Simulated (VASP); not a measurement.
Wanted: the native input for a VASP 6.6.1 run.

| Item | Value |
| --- | --- |
| Task | single point |
| Functional | PBEsol |
| Potentials or basis | VASP PAW PBE potentials, release 64 (Hf_pv, H) |
| Cutoff | 520 eV |
| k mesh | 10 × 10 × 8 |
| Occupations | gaussian, width 0.1 eV |
| Spin | no spin polarisation |
| Dipole correction | no |
| Further INCAR settings | ALGO = Normal; EDIFF = 1e-06; NBANDS = 21 |

The structure of HfH2 lies in POSCAR:

```
HfH2
1.0
    3.4989118105      0.0000000000      0.0000000000
    0.0000000000      3.4989118105      0.0000000000
    0.0000000000      0.0000000000      4.2122456036
Hf H
2 4
Direct
    0.0000000000      0.0000000000      0.0000000000
    0.5000000000      0.5000000000      0.5000000000
    0.0000000000      0.5000000000      0.2500000000
    0.5000000000      0.0000000000      0.2500000000
    0.5000000000      0.0000000000      0.7500000000
    0.0000000000      0.5000000000      0.7500000000
```

This cell differs from its parent crystal: biaxial strain in the a-b plane: +1.0 %.

The input as run:

INCAR

```
SYSTEM = HfH2
ALGO = Normal ; EDIFF = 1E-6
ENCUT = 520 ; GGA = PS
ISIF = 2 ; ISMEAR = 0
LASPH = .True. ; LCHARG = .False.
LREAL = .False. ; LWAVE = .False.
NBANDS = 21 ; NELM = 100
PREC = Accurate ; SIGMA = 0.1
```

KPOINTS

```
k-points
0
Gamma
  10 10 8
  0 0 0
```

Potentials or basis: VASP PAW PBE potentials, release 64 (Hf_pv, H).

The run is started by

```bash
$ cat potpaw_PBE.64/Hf_pv/POTCAR potpaw_PBE.64/H/POTCAR > POTCAR
$ mpirun -np 1 vasp_std > vasp.out
```

Results of the run:

```yaml
Pressure: -3.0 GPa
Band_gap_on_the_k_mesh: zero (bands 12 and 13 overlap by 1.12 eV)
```

Caveat: the cell differs from its parent crystal (biaxial strain in the a-b plane: +1.0 %); the cell stands under tension; the PAW data sets were made with another functional, which shifts forces and pressure a little; spin-orbit coupling is left out, which moves the levels of the heavy elements.

It took 37 s on 1 thread of Intel(R) Xeon(R) 6975P-C (Granite Rapids), with other jobs on the host, peak memory 0.23 GiB.
